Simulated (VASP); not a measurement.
AlSnH4, 6 atoms in the cell. The structure is tetragonal, space group P4/mmm (No. 123). The conventional cell has a = 4.056 Å, b = 4.056 Å, c = 6.487 Å, α = 90.00°, β = 90.00°, γ = 90.00°. Within 2.7 Å of Al (site symmetry 4/mmm) lie 6 H at 2.03 to 2.05 Å. Within 4.1 Å of Sn (site symmetry 4/mmm) lie 16 H at 3.11 to 3.83 Å and 4 Sn at 4.06 Å. Within 2.7 Å of H (site symmetry 4mm) lie 1 Al at 2.05 Å and 1 H at 2.39 Å. Within 2.7 Å of H (site symmetry mmm) lie 2 Al at 2.03 Å. 

- Program: VASP 6.6.1
- Task: single point
- Functional: PBE
- Potentials or basis: VASP PAW PBE potentials, release 64 (Al, Sn_d, H)
- Cutoff: 520 eV
- k mesh: 4 × 4 × 4
- Occupations: gaussian, width 0.1 eV
- Spin: no spin polarisation
- Dipole correction: no
- Further INCAR settings: ALGO = Normal; EDIFF = 1e-06; NBANDS = 20

Potentials or basis: VASP PAW PBE potentials, release 64 (Al, Sn_d, H).

Launch:

```console
$ cat potpaw_PBE.64/Al/POTCAR potpaw_PBE.64/Sn_d/POTCAR potpaw_PBE.64/H/POTCAR > POTCAR
$ mpirun -np 1 vasp_std > vasp.out
```

Hardware: 1 thread of Intel Xeon 8259CL, on a shared host.

Question: Estimate the wall time of this run.

Answer: Run time: 61 s on 1 thread of Intel Xeon 8259CL, on a shared host, peak memory 0.21 GiB. Counts: scf iterations 13, k points 18.
